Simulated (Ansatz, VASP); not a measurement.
# Cu in VASP and in Ansatz

```
Cu
1.0
     0.00000    0.00000   -4.21247
    -3.84249   -2.21846    0.00000
     0.00000    4.43692    0.00000
Cu
6
Direct
  0.75000 0.66667 0.66667
  0.75000 0.00000 0.33333
  0.75000 0.33333 0.00000
  0.25000 0.33333 0.33333
  0.25000 0.66667 0.00000
  0.25000 0.00000 0.66667
```

Alike in both runs: functional PBE; k mesh 8 × 12 × 12; occupations gaussian, width 0.1 eV; no spin polarisation.

Ansatz relaxed the structure, and its values are those at the end. VASP's run is a single point on that final structure, the one shown.

|  | VASP | Ansatz |
| --- | --- | --- |
| version | VASP 6.6.1 | Ansatz 0.2.0 |
| potentials or method | VASP PAW PBE potentials, release 64 (Cu), cutoff 520 eV | scalar-relativistic, plane waves, PAW |
| valence electrons in the cell | 66 | 114 |

Ansatz gave:

* gap on the k mesh at the Fermi level (eV): none
* pressure (GPa): 0.0

Problem. What did VASP give for the same quantities?

Solution. gap on the k mesh at the Fermi level (eV): none; pressure (GPa): 0.7.

A gap of «none» marks a metal or a gap that the smearing closes. VASP's potentials hold 66 valence electrons a cell and Ansatz's 114, so a difference there can come from the potentials and not from the codes.
